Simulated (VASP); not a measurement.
Write the native input for VASP 6.6.1 that does the following.

* Task: molecular dynamics
* Functional: PBEsol
* Potentials or basis: VASP PAW PBE potentials, release 64 (B, P)
* Cutoff: 520 eV
* k mesh: 3 × 3 × 4
* Occupations: fermi-dirac, width 0.02 eV
* Spin: no spin polarisation
* Dipole correction: no
* Further INCAR settings: LREAL = Auto; ALGO = Normal; EDIFF = 1e-05; NBANDS = 46; ISYM = 0; IBRION = 0; POTIM = 3.0; NSW = 20

The structure of BP lies in POSCAR:

```
BP
1.0
    6.1598173775      0.0000000000      0.0000000000
   -3.0799086887      5.3345583316      0.0000000000
    0.0000000000      0.0000000000      5.0145727567
B P
8 8
Direct
    0.0000000000      0.0000000000      0.0000000000
    0.0000000000      0.0000000000      0.5000000000
    0.0000000000      0.5000000000      0.0000000000
    0.0000000000      0.5000000000      0.5000000000
    0.5000000000      0.0000000000      0.0000000000
    0.5000000000      0.0000000000      0.5000000000
    0.5000000000      0.5000000000      0.0000000000
    0.5000000000      0.5000000000      0.5000000000
    0.1666666667      0.3333333333      0.2500000000
    0.3333333333      0.1666666667      0.7500000000
    0.1666666667      0.8333333333      0.2500000000
    0.3333333333      0.6666666667      0.7500000000
    0.6666666667      0.3333333333      0.2500000000
    0.8333333333      0.1666666667      0.7500000000
    0.6666666667      0.8333333333      0.2500000000
    0.8333333333      0.6666666667      0.7500000000
```

One way to write it, as run:

INCAR

```
PREC = Accurate ; ENCUT = 520
EDIFF = 1E-5 ; ISMEAR = -1
SIGMA = 0.02 ; LREAL = Auto
LASPH = True ; NELM = 100
ALGO = Normal ; ISIF = 2
LWAVE = False ; LCHARG = False
GGA = PS ; NBANDS = 46
IBRION = 0 ; NSW = 20
POTIM = 3.0 ; TEBEG = 100.0
TEEND = 100.0 ; ISYM = 0
NELMIN = 4 ; RANDOM_SEED = 7890 0 0
MDALGO = 3 ; LANGEVIN_GAMMA = 10 10
```

KPOINTS

```
regular mesh
0
Gamma
  3 3 4
```

Potentials or basis: VASP PAW PBE potentials, release 64 (B, P).

Launch:

```bash
$ cat potpaw_PBE.64/B/POTCAR potpaw_PBE.64/P/POTCAR > POTCAR
$ mpirun -np 1 vasp_std > vasp.out
```

It took 23 min on 1 thread of Intel(R) Xeon(R) Platinum 8375C CPU @ 2.90GHz (Ice Lake), on a shared host, peak memory 0.47 GiB.
